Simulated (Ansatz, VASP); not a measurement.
**MnO: VASP beside Ansatz**

INCAR

```
ALGO = Normal
EDIFF = 1E-6
ENCUT = 700
GGA = PE
GGA_COMPAT = F
ISIF = 2
ISMEAR = 0
ISPIN = 2
LASPH = T
LCHARG = F
LDAU = T
LDAUJ = 0 0
LDAUL = 2 -1
LDAUPRINT = 1
LDAUTYPE = 2
LDAUU = 3.9 0
LMAXMIX = 4
LORBIT = 11
LREAL = F
LWAVE = F
MAGMOM = 5 0
NBANDS = 22
NELM = 200
PREC = Accurate
SIGMA = 0.05
```

File KPOINTS:

```
k-points
0
Gamma
  12 12 12
```

Contents of POSCAR:

```
MnO
1.0
    0.0000000000      2.2230000000      2.2230000000
    2.2230000000      0.0000000000      2.2230000000
    2.2230000000      2.2230000000      0.0000000000
Mn O
1 1
Direct
    0.0000000000      0.0000000000      0.0000000000
    0.5000000000      0.5000000000      0.5000000000
```

Input for Ansatz:

```yaml
crystal:
  lattice:
    - [0.0, 2.223, 2.223]
    - [2.223, 0.0, 2.223]
    - [2.223, 2.223, 0.0]
  atoms:
    - { symbol: Mn, position: [0.0, 0.0, 0.0], spin: 5.0 }
    - { symbol: O, position: [0.5, 0.5, 0.5] }
basis:
  ecutwfc: 420
  ecutrho_ratio: 4
kpoints:
  mp_grid: { grid: [12, 12, 12] }
hamiltonian:
  xc: pbe
  hubbard: { sites: [{ species: Mn, l: d, u_eff: 3.9 }] }
scf:
  occupations: { method: gaussian, width: 0.05 }
  lower_state_search: "off"
output:
  forces: true
  stress: true
  eigenvalues: true
  populations: true
  hubbard: { sites: [{ species: Mn, l: d }] }
magnetization:
  spin_polarized: true
checkpoint:
  read: start.run
  write: ck
  compress: false
  write_wavefunctions: false
  write_every: 100000
```

Alike in both runs: task single point; functional PBE; k mesh 12 × 12 × 12; occupations gaussian, width 0.05 eV; collinear spin; Hubbard terms Mn d U = 3.9 eV.

|  | VASP | Ansatz |
| --- | --- | --- |
| version | VASP 6.6.1 | Ansatz 0.2.0 |
| potentials or method | VASP PAW PBE potentials, release 64 (Mn_sv, O), cutoff 700 eV | scalar-relativistic, plane waves, PAW |
| valence electrons in the cell | 21 | 21 |

VASP gave:

| Quantity | Value |
| --- | --- |
| gap on the k mesh at the Fermi level (eV) | 0.16 |
| least direct gap on the mesh (eV) | 2.72 |
| pressure (GPa) | 6.3 |
| net moment per atom (μB) | 2.50 |
| size of the moment on the site where the two differ most (μB) | 4.50 |

Q: Which values does Ansatz return?

A: gap on the k mesh at the Fermi level (eV): 0.12; least direct gap on the mesh (eV): 2.58; pressure (GPa): 9.3; net moment per atom (μB): 2.50; size of the moment on the site where the two differ most (μB): 4.28.

Site moments also hang on the region over which each program counts them. The programs project onto different local orbitals, so the same U acts differently, and such runs can settle in different states. Ansatz's warnings: stability check not made.
